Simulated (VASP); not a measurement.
Crystal: AlRu.

```xyz
2
Lattice="2.8719 0.0000 0.0000 0.0000 2.8719 0.0000 0.0000 0.0000 2.9916" Properties=species:S:1:pos:R:3 pbc="T T T"
Al    0.0000    0.0000    0.0000
Ru    1.4360    1.4360    1.4958
```

This cell differs from its parent crystal: x and y stretched by -4 %, z held.

Base run:

| Quantity | Value |
| --- | --- |
| Program | VASP 6.6.1 |
| Functional | PBE |
| Potentials or basis | VASP PAW PBE potentials, release 64 (Al, Ru_pv) |
| Cutoff | 500 eV |
| k mesh | 14 × 14 × 14 |
| Occupations | fermi-dirac, width 0.08 eV |
| Spin | no spin polarisation |

Its results: band gap on the k mesh zero (an odd number of electrons rules out a gap without spin polarisation); pressure 23.9 GPa.

**Question.** The run is repeated on the same cell with these changes: cutoff from 500 eV to 400 eV; further incar settings from ALGO = Normal; EDIFF = 1e-06; NBANDS = 16 to ALGO = Normal; EDIFF = 1e-08; NBANDS = 16. What comes out?

**Answer.** Band gap on the k mesh zero (an odd number of electrons rules out a gap without spin polarisation); pressure 23.4 GPa.

Caveats: the stress differs along the axes, from 18 to 27 GPa (at least some runs); the stress differs along the axes, from 18 to 26 GPa (at least some runs).
